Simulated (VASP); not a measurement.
# SiNi3 (Pm-3m) in VASP: notebook

The runs below take SiNi3 through single point, relaxation of cell and atoms, with PBE+D3(BJ).

Everything below comes from runs of VASP 6.6.1. Logs are shortened: lines on timing, memory, paths and dates and some standing lists are left out, and cuts for length are marked.

## 1. The cell of the first run

Symmetry: Pm-3m, No. 221, cubic system. The conventional cell has a = 3.466 Å, b = 3.466 Å, c = 3.466 Å, α = 90.00°, β = 90.00°, γ = 90.00°. Si (site symmetry m-3m) has 12 Ni at 2.45 Å within 3.2 Å. Ni (site symmetry 4/mmm) has 4 Si at 2.45 Å and 8 Ni at 2.45 Å within 3.2 Å.

## 2. Single point, PBE+D3(BJ)

INCAR reads:

```
SYSTEM = SiNi3
PREC     = Accurate       ! precision mode
ENCUT    = 520            ! plane-wave cutoff, eV
EDIFF    = 1E-6           ! SCF threshold, eV
ISMEAR   = 0              ! smearing method
SIGMA    = 0.1            ! smearing width, eV
LREAL    = .False.        ! projectors in reciprocal space
LASPH    = .True.         ! aspherical terms in the spheres
NELM     = 60             ! most SCF steps
ALGO     = Fast           ! electronic algorithm
ISIF     = 2              ! what is computed and relaxed
LWAVE    = .False.        ! write WAVECAR
LCHARG   = .False.        ! write CHGCAR
GGA      = PE             ! functional
IVDW     = 12             ! dispersion correction
NBANDS   = 25             ! bands
```

KPOINTS reads:

```
Automatic mesh
0
Gamma
  12 12 12
  0 0 0
```

POSCAR reads:

```
SiNi3
1.0
    3.4656979440      0.0000000000      0.0000000000
    0.0000000000      3.4656979440      0.0000000000
    0.0000000000      0.0000000000      3.4656979440
Si Ni
1 3
Direct
    0.0000000000      0.0000000000      0.0000000000
    0.0000000000      0.5000000000      0.5000000000
    0.5000000000      0.0000000000      0.5000000000
    0.5000000000      0.5000000000      0.0000000000
```

Potentials or basis: VASP PAW PBE potentials, release 64 (Si, Ni).

Run with:

```bash
> cat potpaw_PBE.64/Si/POTCAR potpaw_PBE.64/Ni/POTCAR > POTCAR
> mpirun -np 1 vasp_std > vasp.out
```

OUTCAR:

```text
SYSTEM = SiNi3
   PREC = Accurate
   ENCUT = 520
   EDIFF = 1E-6
   ISMEAR = 0
   LREAL = .False.
   LASPH = .True.
   NELM = 60
   ISIF = 2
   GGA = PE
   IVDW = 12
 IVDW          = 12

 ion  position               nearest neighbor table
   1  0.000  0.000  0.000-   2 2.45   3 2.45   4 2.45   2 2.45   3 2.45   2 2.45   4 2.45   2 2.45
                             3 2.45   4 2.45   3 2.45   4 2.45
   2  0.000  0.500  0.500-   1 2.45   3 2.45   4 2.45   1 2.45   4 2.45   1 2.45   3 2.45   1 2.45
                             3 2.45   4 2.45   4 2.45   3 2.45
   3  0.500  0.000  0.500-   1 2.45   2 2.45   4 2.45   1 2.45   4 2.45   2 2.45   4 2.45   4 2.45
                             1 2.45   2 2.45   1 2.45   2 2.45
   4  0.500  0.500  0.000-   1 2.45   2 2.45   3 2.45   2 2.45   3 2.45   1 2.45   3 2.45   3 2.45
                             1 2.45   2 2.45   2 2.45   1 2.45

  LATTYP: Found a simple cubic cell.
 ALAT       =     3.4656979440

  Lattice vectors:

 A1 = (   3.4656979440,   0.0000000000,   0.0000000000)
 A2 = (   0.0000000000,   3.4656979440,   0.0000000000)
 A3 = (   0.0000000000,   0.0000000000,   3.4656979440)

Analysis of symmetry for initial positions (statically):
=====================================================================
 Subroutine PRICEL returns:
 Original cell was already a primitive cell.

 Routine SETGRP: Setting up the symmetry group for a
 simple cubic supercell.

 Subroutine GETGRP returns: Found 48 space group operations
 (whereof 48 operations were pure point group operations)
 out of a pool of 48 trial point group operations.

The static configuration has the point symmetry O_h .

Analysis of symmetry for dynamics (positions and initial velocities):
=====================================================================
 Subroutine PRICEL returns:
 Original cell was already a primitive cell.

 Routine SETGRP: Setting up the symmetry group for a
 simple cubic supercell.

 Subroutine GETGRP returns: Found 48 space group operations
 (whereof 48 operations were pure point group operations)
 out of a pool of 48 trial point group operations.

The dynamic configuration has the point symmetry O_h .

 Subroutine INISYM returns: Found 48 space group operations
 (whereof 48 operations are pure point group operations),
 and found     1 'primitive' translations

----------------------------------------------------------------------------------------

                                     Primitive cell
[... 90 lines left out ...]
   LNONCOLLINEAR =      F non collinear calculations
   LSORBIT =      F    spin-orbit coupling
   LASPH  =      T    aspherical Exc in radial PAW
   ENCUT  =  520.0 eV  38.22 Ry    6.18 a.u.   6.44  6.44  6.44*2*pi/ulx,y,z
   NELM   =     60;   NELMIN=  2; NELMDL= -5     # of ELM steps
   EDIFF  = 0.1E-05   stopping-criterion for ELM
   LREAL  =      F    real-space projection
[... 7 lines left out ...]
   TEBEG  =    0.0;   TEEND  =   0.0 temperature during run
   PSTRESS=    0.0 pullay stress
   NELECT =      34.0000    total number of electrons
   NUPDOWN=      -1.0000    fix difference up-down
   EMIN   =  10.00;   EMAX   =-10.00  energy-range for DOS
   EFERMI =   0.00;   METHOD = LEGACY
   ISMEAR =     0;   SIGMA  =   0.10  broadening in eV -4-tet -1-fermi 0-gaus
   EFERMI_NEDOS =   21; number of points for ismear=-14 and -15
   IALGO  =     68    algorithm
   IMIX   =      4    mixing-type and parameters
     AMIX     =   0.40;   BMIX     =  1.00
     AMIX_MAG =   1.60;   BMIX_MAG =  1.00
  volume/ion in A,a.u.               =      10.41        70.23
  Fermi-wavevector in a.u.,A,eV,Ry     =   1.530302  2.891851 31.862445  2.341824
  Thomas-Fermi vector in A             =   2.637804
   LORBIT       =      0    0 simple, 1 ext, 2 COOP (PROOUT), +10 PAW based schemes
   GGA     = PE    functional components
   LHFCALC =     F    Hartree Fock is set to
   AEXX    =    0.0000 exact exchange contribution
   IVDW    =    12    specifies the selected vdW correction
   LEPSILON=     F    determine dielectric tensor
   LRPA    =     F    only Hartree local field effects (RPA)
 non-spin polarized calculation
 RMM-DIIS sequential band-by-band and
 Gauss-broadening in eV      SIGMA  =   0.10
  energy-cutoff  :      520.00
  volume of cell :       41.63
 maximum number of plane-waves:      1141
 NGX is ok and might be reduce to    28
   NGX = 13   NGY = 13   NGZ = 13

 number of electron      33.9999971 magnetization

 Free energy of the ion-electron system (eV)
  ---------------------------------------------------
  ext. energy  EPLUGINS =         0.00000000
  ---------------------------------------------------
  free energy    TOTEN  =       -23.64996919 eV

  energy without entropy =      -23.63986801  energy(sigma->0) =      -23.64491860

 E-fermi :  11.1863     XC(G=0): -13.2903

 val. band max:       11.1791402658   @ k =   0.0833   0.0833   0.0000
 cond. band min:      11.2086364900   @ k =   0.4167   0.4167   0.3333
 fundamental gap:      0.0294962243
 Fermi energy:        11.1862529933

 k-point     1 :       0.0000    0.0000    0.0000
  band No.  band energies     occupation
      1      -1.0199      2.00000
      2       6.0903      2.00000
      3       6.9240      2.00000
      4       6.9240      2.00000
      5       7.4677      2.00000
      6       7.4677      2.00000
[... 661 lines left out ...]
     24      21.2880      0.00000
     25      22.2448      0.00000

 [... further k-points ...]

------------------------ aborting loop because EDIFF is reached ----------------------------------------

 Edisp (eV)   -2.04817

 E8    (eV) :    -0.8740

  FORCE on cell =-STRESS in cart. coord.  units (eV):
  Direction    XX          YY          ZZ          XY          YZ          ZX
  --------------------------------------------------------------------------------------
  -------------------------------------------------------------------------------------
  Total       0.01237     0.01237     0.01237    -0.00000     0.00000    -0.00000
  in kB       0.47620     0.47620     0.47620    -0.00000     0.00000    -0.00000
  external pressure =        0.48 kB  Pullay stress =        0.00 kB

 VOLUME and BASIS-vectors are now :
 -----------------------------------------------------------------------------
  energy-cutoff  :      520.00
  volume of cell :       41.63
      direct lattice vectors                 reciprocal lattice vectors
     3.465697944  0.000000000  0.000000000     0.288542168  0.000000000  0.000000000
     0.000000000  3.465697944  0.000000000     0.000000000  0.288542168  0.000000000
     0.000000000  0.000000000  3.465697944     0.000000000  0.000000000  0.288542168

 POSITION                                       TOTAL-FORCE (eV/Angst)
 -----------------------------------------------------------------------------------
      0.00000      0.00000      0.00000         0.000000      0.000000      0.000000
      0.00000      1.73285      1.73285         0.000000      0.000000      0.000000
      1.73285      0.00000      1.73285         0.000000      0.000000      0.000000
      1.73285      1.73285      0.00000         0.000000      0.000000      0.000000
 -----------------------------------------------------------------------------------
    total drift:                                0.000000      0.000000      0.000000

  FREE ENERGIE OF THE ION-ELECTRON SYSTEM (eV)
  ---------------------------------------------------
  free  energy   TOTEN  =       -25.6981356681 eV

  energy  without entropy=      -25.6880344933  energy(sigma->0) =      -25.69308508
```

OSZICAR:

```text
N       E                     dE             d eps       ncg     rms          rms(c)
DAV:   1     0.201237271446E+03    0.20124E+03   -0.15296E+04  4224   0.183E+03
DAV:   2    -0.165949339466E+02   -0.21783E+03   -0.20563E+03  4208   0.331E+02
DAV:   3    -0.272315375387E+02   -0.10637E+02   -0.10273E+02  4827   0.962E+01
DAV:   4    -0.274158486952E+02   -0.18431E+00   -0.18388E+00  4877   0.114E+01
DAV:   5    -0.274213209826E+02   -0.54723E-02   -0.54713E-02  5135   0.184E+00    0.203E+01
RMM:   6    -0.269925388169E+02    0.42878E+00   -0.33547E+01  4623   0.661E+01    0.174E+01
RMM:   7    -0.237629960870E+02    0.32295E+01   -0.91576E+00  4319   0.361E+01    0.456E+00
RMM:   8    -0.236544688692E+02    0.10853E+00   -0.13238E-01  4617   0.317E+00    0.806E-01
RMM:   9    -0.236502608037E+02    0.42081E-02   -0.32873E-02  4735   0.146E+00    0.406E-01
RMM:  10    -0.236498815660E+02    0.37924E-03   -0.10983E-02  5245   0.860E-01    0.240E-01
RMM:  11    -0.236502827586E+02   -0.40119E-03   -0.56410E-03  4660   0.871E-01    0.209E-01
RMM:  12    -0.236498822054E+02    0.40055E-03   -0.24182E-03  4880   0.488E-01    0.469E-02
RMM:  13    -0.236499597146E+02   -0.77509E-04   -0.87940E-04  5718   0.172E-01    0.296E-02
RMM:  14    -0.236499707669E+02   -0.11052E-04   -0.10556E-04  5800   0.582E-02    0.366E-02
RMM:  15    -0.236499686597E+02    0.21072E-05   -0.76348E-06  4216   0.196E-02    0.176E-02
RMM:  16    -0.236499691893E+02   -0.52953E-06   -0.14037E-06  2653   0.104E-02
   1 F= -.25698136E+02 E0= -.25693085E+02  d E =-.101012E-01
```

stdout:

```text
POSCAR found type information on POSCAR SiNi
 POSCAR found :  2 types and       4 ions
 scaLAPACK will be used
 LDA part: xc-table for (Slater+PW92), standard interpolation
 POSCAR, INCAR and KPOINTS ok, starting setup
 FFT: planning ... GRIDC
 FFT: planning ... GRID_SOFT
 FFT: planning ... GRID
 WAVECAR not read
 entering main loop
```

Run time: 54 s. Hardware: 1 thread of Intel Xeon Platinum 8488C (Sapphire Rapids), shared host; peak memory 0.21 GiB.

Results:

```yaml
Free_energy: -25.6981 eV
Pressure: 0.0 GPa
Band_gap_on_the_k_mesh: zero (bands 17 and 18 overlap by 0.25 eV)
Dispersion_energy_per_atom: -0.512 eV
```

Levels at points of the mesh, in eV from the Fermi level:
```tsv
k point	band 13	band 14	band 15	band 16	band 17	band 18	band 19	band 20	band 21	band 22
(0.00, 0.00, 0.00)	-0.93	-0.65	-0.65	-0.31	0.04	0.04	0.04	5.16	6.49	6.49
(0.50, 0.00, 0.00)	-1.38	-1.36	-1.20	-0.58	0.04	3.74	3.74	5.35	5.35	5.47
(0.50, 0.50, 0.00)	-1.51	-1.50	-1.17	-1.07	-0.99	0.69	0.69	5.80	6.51	7.80
(0.50, 0.50, 0.50)	-1.52	-1.31	-1.31	-0.46	-0.21	-0.21	-0.21	1.36	4.18	4.18
```

## 3. Relaxation of cell and atoms, PBE+D3(BJ)

INCAR reads:

```
SYSTEM = SiNi3
ALGO = Normal
EDIFF = 1E-6
EDIFFG = -0.005
ENCUT = 600
GGA = PE
IBRION = 2
ISIF = 3
ISMEAR = 0
IVDW = 12
LASPH = .True.
LCHARG = .False.
LREAL = .False.
LWAVE = .False.
NELM = 60
NSW = 100
PREC = Accurate
SIGMA = 0.1
```

KPOINTS reads:

```
k-points
0
Gamma
  12 12 12
  0 0 0
```

POSCAR reads:

```
SiNi3
1.0
    3.4658704898      0.0000000000      0.0000000000
    0.0000000000      3.4658704898      0.0000000000
    0.0000000000      0.0000000000      3.4658704898
Si Ni
1 3
Direct
    0.0000000000      0.0000000000      0.0000000000
    0.0000000000      0.5000000000      0.5000000000
    0.5000000000      0.0000000000      0.5000000000
    0.5000000000      0.5000000000      0.0000000000
```

Potentials or basis: VASP PAW PBE potentials, release 64 (Si, Ni).

Run with:

```bash
> cat potpaw_PBE.64/Si/POTCAR potpaw_PBE.64/Ni/POTCAR > POTCAR
> mpirun -np 1 vasp_std > vasp.out
```

OUTCAR:

```text
SYSTEM = SiNi3
   EDIFF = 1E-6
   EDIFFG = -0.005
   ENCUT = 600
   GGA = PE
   IBRION = 2
   ISIF = 3
   ISMEAR = 0
   IVDW = 12
   LASPH = .True.
   LREAL = .False.
   NELM = 60
   NSW = 100
   PREC = Accurate
 IVDW          = 12

 ion  position               nearest neighbor table
   1  0.000  0.000  0.000-   2 2.45   3 2.45   4 2.45   2 2.45   3 2.45   2 2.45   4 2.45   2 2.45
                             3 2.45   4 2.45   3 2.45   4 2.45
   2  0.000  0.500  0.500-   1 2.45   3 2.45   4 2.45   1 2.45   4 2.45   1 2.45   3 2.45   1 2.45
                             3 2.45   4 2.45   4 2.45   3 2.45
   3  0.500  0.000  0.500-   1 2.45   2 2.45   4 2.45   1 2.45   4 2.45   2 2.45   4 2.45   4 2.45
                             1 2.45   2 2.45   1 2.45   2 2.45
   4  0.500  0.500  0.000-   1 2.45   2 2.45   3 2.45   2 2.45   3 2.45   1 2.45   3 2.45   3 2.45
                             1 2.45   2 2.45   2 2.45   1 2.45

  LATTYP: Found a simple cubic cell.
 ALAT       =     3.4658704898

  Lattice vectors:

 A1 = (   3.4658704898,   0.0000000000,   0.0000000000)
 A2 = (   0.0000000000,   3.4658704898,   0.0000000000)
 A3 = (   0.0000000000,   0.0000000000,   3.4658704898)

Analysis of symmetry for initial positions (statically):
=====================================================================
 Subroutine PRICEL returns:
 Original cell was already a primitive cell.

 Routine SETGRP: Setting up the symmetry group for a
 simple cubic supercell.

[... 156 lines left out ...]
  energy-cutoff  :      600.00
  volume of cell :       41.63
 maximum number of plane-waves:      1409
 NGX is ok and might be reduce to    28
   NGX = 13   NGY = 13   NGZ = 13

--------------------------------------- Ionic step        1  -------------------------------------------

 number of electron      33.9999971 magnetization

 Free energy of the ion-electron system (eV)
  ---------------------------------------------------
  ext. energy  EPLUGINS =         0.00000000
  ---------------------------------------------------
  free energy    TOTEN  =       -23.64947132 eV

  energy without entropy =      -23.63937008  energy(sigma->0) =      -23.64442070

------------------------ aborting loop because EDIFF is reached ----------------------------------------

 Edisp (eV)   -2.04785

 E8    (eV) :    -0.8738
[... 75 lines left out ...]
--------------------------------------- Ionic step        3  -------------------------------------------

 number of electron      33.9999971 magnetization

 Free energy of the ion-electron system (eV)
  ---------------------------------------------------
  ext. energy  EPLUGINS =         0.00000000
  ---------------------------------------------------
  free energy    TOTEN  =       -23.64742198 eV

  energy without entropy =      -23.63732827  energy(sigma->0) =      -23.64237512

 E-fermi :  11.1991     XC(G=0): -13.2949

 val. band max:       11.1919800616   @ k =   0.0833   0.0833   0.0000
 cond. band min:      11.2215133383   @ k =   0.4167   0.4167   0.3333
 fundamental gap:      0.0295332767
 Fermi energy:        11.1990532332

 k-point     1 :       0.0000    0.0000    0.0000
  band No.  band energies     occupation
      1      -1.0136      2.00000
      2       6.0975      2.00000
      3       6.9316      2.00000
      4       6.9316      2.00000
      5       7.4759      2.00000
      6       7.4759      2.00000
[... 565 lines left out ...]
     20      15.7747      0.00000
     21      17.4442      0.00000

 [... further k-points ...]

------------------------ aborting loop because EDIFF is reached ----------------------------------------

 Edisp (eV)   -2.04992

 E8    (eV) :    -0.8747
[... 27 lines left out ...]
  FREE ENERGIE OF THE ION-ELECTRON SYSTEM (eV)
  ---------------------------------------------------
  free  energy   TOTEN  =       -25.6973460450 eV

  energy  without entropy=      -25.6872523331  energy(sigma->0) =      -25.69229919

 reached required accuracy - stopping structural energy minimisation
```

OSZICAR:

```text
N       E                     dE             d eps       ncg     rms          rms(c)
DAV:   1     0.212944128613E+03    0.21294E+03   -0.17382E+04  3544   0.243E+03
DAV:   2    -0.152904186820E+02   -0.22823E+03   -0.22019E+03  3528   0.393E+02
DAV:   3    -0.271252864047E+02   -0.11835E+02   -0.11331E+02  3830   0.119E+02
[... 23 lines left out ...]
DAV:   2    -0.236486288578E+02    0.19121E-03   -0.17281E-02  4019   0.227E+00    0.250E-01
DAV:   3    -0.236474604021E+02    0.11685E-02   -0.47256E-03  3969   0.122E+00    0.501E-02
DAV:   4    -0.236474257761E+02    0.34626E-04   -0.16681E-04  3619   0.988E-02    0.139E-02
DAV:   5    -0.236474223128E+02    0.34633E-05   -0.85069E-06  4275   0.350E-02    0.795E-03
DAV:   6    -0.236474219790E+02    0.33385E-06   -0.15437E-06  2181   0.134E-02
   3 F= -.25697346E+02 E0= -.25692299E+02  d E =-.242345E-04
```

CONTCAR:

```text
SiNi3
   1.00000000000000
     3.4647388370522854    0.0000000000000000   -0.0000000000000000
     0.0000000000000000    3.4647388370522854    0.0000000000000000
     0.0000000000000000    0.0000000000000000    3.4647388370522854
  Si              Ni
     1     3
Direct
     0.0000000000000000    0.0000000000000000    0.0000000000000000
     0.0000000000000000    0.5000000000000000    0.5000000000000000
     0.5000000000000000    0.0000000000000000    0.5000000000000000
     0.5000000000000000    0.5000000000000000    0.0000000000000000

  0.00000000E+00  0.00000000E+00  0.00000000E+00
  0.00000000E+00  0.00000000E+00  0.00000000E+00
  0.00000000E+00  0.00000000E+00  0.00000000E+00
  0.00000000E+00  0.00000000E+00  0.00000000E+00
```

It took 88 s on 1 thread of Intel Xeon Platinum 8488C (Sapphire Rapids), shared host; peak memory 0.22 GiB.

Results:

```
Free energy                           : -25.6973 eV
Relaxed volume                        : 10.40 Å³/atom
Relaxed cell                          : a = 3.465 Å, b = 3.465 Å, c = 3.465 Å, α = 90.00°, β = 90.00°, γ = 90.00°
Space group after relaxing (to 0.1 Å) : Pm-3m (No. 221)
Energy gained by relaxing             : 0.0 meV/atom
Ionic steps                           : 3
Pressure after relaxing               : 0.0 GPa
Band gap on the k mesh                : zero (bands 17 and 18 overlap by 0.25 eV)
Dispersion energy per atom            : -0.512 eV
```

Final structure:
```yaml
crystal:
  lattice:
    - [3.46474, 0.00000, 0.00000]
    - [0.00000, 3.46474, 0.00000]
    - [0.00000, 0.00000, 3.46474]
  atoms:
    - { symbol: Si, position: [0.00000, 0.00000, 0.00000] }
    - { symbol: Ni, position: [0.00000, 0.50000, 0.50000] }
    - { symbol: Ni, position: [0.50000, 0.00000, 0.50000] }
    - { symbol: Ni, position: [0.50000, 0.50000, 0.00000] }
```

Levels at points of the mesh, in eV from the Fermi level:
| k point | band 15 | band 16 | band 17 | band 18 | band 19 | band 20 |
| --- | --- | --- | --- | --- | --- | --- |
| (0.00, 0.00, 0.00) | -0.65 | -0.31 | 0.04 | 0.04 | 0.04 | 5.16 |
| (0.50, 0.00, 0.00) | -1.20 | -0.58 | 0.04 | 3.74 | 3.74 | 5.35 |
| (0.50, 0.50, 0.00) | -1.17 | -1.07 | -1.00 | 0.69 | 0.69 | 5.81 |
| (0.50, 0.50, 0.50) | -1.31 | -0.46 | -0.21 | -0.21 | -0.21 | 1.36 |

The gap in the log of VASP goes by the Fermi energy; the results here count the filled bands.